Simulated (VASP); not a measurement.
Set up this calculation in VASP 6.6.1, as the native input.

```yaml
Task: single point
Functional: PBE
Potentials_or_basis: VASP PAW PBE potentials, release 64 (Al, Ni_sv_GW, C, N)
Cutoff: 700 eV
k_mesh: 4 × 4 × 4
Occupations: gaussian, width 0.1 eV
Spin: collinear spin, ferromagnetic start
Starting_moments: "[0.0, 2.0, 0.0, 0.0, 0.0, 0.0, 0.0, 0.0, 0.0, 0.0] μB"
Dipole_correction: no
Further_INCAR_settings: ALGO = Normal; EDIFF = 1e-06; NBANDS = 44
```

The structure of AlNiC4N4 lies in POSCAR:

```
AlNiC4N4
1.0
    5.8306603700      0.0000000000      0.0000000000
    0.0000000000      5.8306603700      0.0000000000
    0.0000000000      0.0000000000      5.8306603700
Al Ni C N
1 1 4 4
Direct
    0.5000000000      0.5000000000      0.5000000000
    0.0000000000      0.0000000000      0.0000000000
    0.1898207700      0.1898207700      0.1898207700
    0.1898207700      0.8101792300      0.8101792300
    0.8101792300      0.1898207700      0.8101792300
    0.8101792300      0.8101792300      0.1898207700
    0.3056738300      0.3056738300      0.3056738300
    0.3056738300      0.6943261700      0.6943261700
    0.6943261700      0.3056738300      0.6943261700
    0.6943261700      0.6943261700      0.3056738300
```

These files were run (other wordings do the same):

INCAR

```
  ALGO = Normal
  EDIFF = 1E-6
  ENCUT = 700
  GGA = PE
  GGA_COMPAT = F
  ISIF = 2
  ISMEAR = 0
  ISPIN = 2
  LASPH = T
  LCHARG = F
  LMAXMIX = 4
  LORBIT = 11
  LREAL = F
  LWAVE = F
  MAGMOM = 0 2 0 0 0 0 0 0 0 0
  NBANDS = 44
  NELM = 200
  PREC = Accurate
  SIGMA = 0.1
```

KPOINTS

```
k-points
0
Gamma
  4 4 4
```

Potentials or basis: VASP PAW PBE potentials, release 64 (Al, Ni_sv_GW, C, N).

Launch:

```bash
$ cat potpaw_PBE.64/Al/POTCAR potpaw_PBE.64/Ni_sv_GW/POTCAR potpaw_PBE.64/C/POTCAR potpaw_PBE.64/N/POTCAR > POTCAR
$ mpirun -np 1 vasp_std > vasp.out
```

Results of the run:

```yaml
Pressure: -3.6 GPa
Largest_force: 2.880 eV/Å
Band_gap_on_the_k_mesh: zero (filled and empty bands overlap)
Net_moment: 1.00 μB per cell
Site_moments: Al +0.00; Ni +0.79; C +0.01; N +0.01 μB
Valence_electrons_inside_the_program's_atomic_spheres: Al 0.63; Ni 16.38; C 2.54; N 3.92
```

Caveat: the cell stands under tension; a cell with one magnetic atom can't hold antiferromagnetic order, which such compounds often take; forces of over 1 eV/Å act on the atoms, so gaps and moduli don't describe the material at rest.

Wall time 9.3 min on 1 thread of Intel(R) Xeon(R) Platinum 8488C (Sapphire Rapids), on a shared host, peak memory 0.57 GiB.
